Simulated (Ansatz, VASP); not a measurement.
# One calculation of Ir2Rh, two programs

Contents of INCAR:

```
PREC     = Accurate       # precision mode
ENCUT    = 600            # plane-wave cutoff, eV
EDIFF    = 1E-7           # SCF threshold, eV
ISMEAR   = 0              # smearing method
SIGMA    = 0.1            # smearing width, eV
LREAL    = F              # projectors in reciprocal space
LASPH    = T              # aspherical terms in the spheres
NELM     = 60             # most SCF steps
ALGO     = Normal         # electronic algorithm
ISIF     = 3              # what is computed and relaxed
LWAVE    = F              # write WAVECAR
LCHARG   = F              # write CHGCAR
GGA      = PE             # functional
IBRION   = 2              # ionic algorithm
NSW      = 90             # ionic steps
EDIFFG   = -0.04          # ionic threshold
```

File KPOINTS:

```
regular mesh
0
Gamma
  6 6 2
```

File POSCAR:

```
Ir2Rh
1.0
    2.7382129500      0.0000000000      0.0000000000
   -1.3691064800      2.3713619800      0.0000000000
    0.0000000000      0.0000000000     12.9351641900
Ir Rh
4 2
Direct
    0.3333333300      0.6666666700      0.0833333300
    0.3333333300      0.6666666700      0.4166666700
    0.6666666700      0.3333333300      0.5833333300
    0.6666666700      0.3333333300      0.9166666700
    0.3333333300      0.6666666700      0.7500000000
    0.6666666700      0.3333333300      0.2500000000
```

Input for Ansatz:

```yaml
crystal:
  lattice:
    - [2.73821295, 0.0, 0.0]
    - [-1.36910648, 2.37136198, 0.0]
    - [0.0, 0.0, 12.93516419]
  atoms:
    - { symbol: Ir, position: [0.33333333, 0.66666667, 0.08333333] }
    - { symbol: Ir, position: [0.33333333, 0.66666667, 0.41666667] }
    - { symbol: Ir, position: [0.66666667, 0.33333333, 0.58333333] }
    - { symbol: Ir, position: [0.66666667, 0.33333333, 0.91666667] }
    - { symbol: Rh, position: [0.33333333, 0.66666667, 0.75] }
    - { symbol: Rh, position: [0.66666667, 0.33333333, 0.25] }
basis:
  ecutwfc: 420
kpoints:
  mp_grid: { grid: [6, 6, 2] }
hamiltonian:
  xc: pbe
scf:
  occupations: { method: gaussian, width: 0.1 }
  lower_state_search: "off"
output:
  forces: true
  stress: true
  eigenvalues: true
relax:
  adjacent_minimum: "off"
  f_tol: 0.04
  max_steps: 70
  cell: { stress_tol: 0.4 }
```

Alike in both runs: task relaxation of cell and atoms; functional PBE; k mesh 6 × 6 × 2; occupations gaussian, width 0.1 eV; no spin polarisation.

```csv
,VASP,Ansatz
version,VASP 6.6.1,Ansatz 0.2.0
potentials or method,"VASP PAW PBE potentials, release 64 (Ir, Rh_pv), cutoff 600 eV","scalar-relativistic, plane waves, PAW"
valence electrons in the cell,66,102
```

VASP gave:

* gap on the k mesh at the Fermi level, each at its own relaxed structure (eV): none
* relaxed volume (Å³/atom): 14.44
* relaxed length of the cell vector where the two differ most in proportion (Å): 13.151

**Question.** What did Ansatz give for the same quantities?

**Answer.** gap on the k mesh at the Fermi level, each at its own relaxed structure (eV): none; relaxed volume (Å³/atom): 14.43; relaxed length of the cell vector where the two differ most in proportion (Å): 13.138.

A gap of «none» marks a metal or a gap that the smearing closes. VASP's potentials hold 66 valence electrons a cell and Ansatz's 102, so a difference there can come from the potentials and not from the codes.

The k mesh is coarse, so the values compare programs but aren't converged. Neither program's run includes spin-orbit coupling.
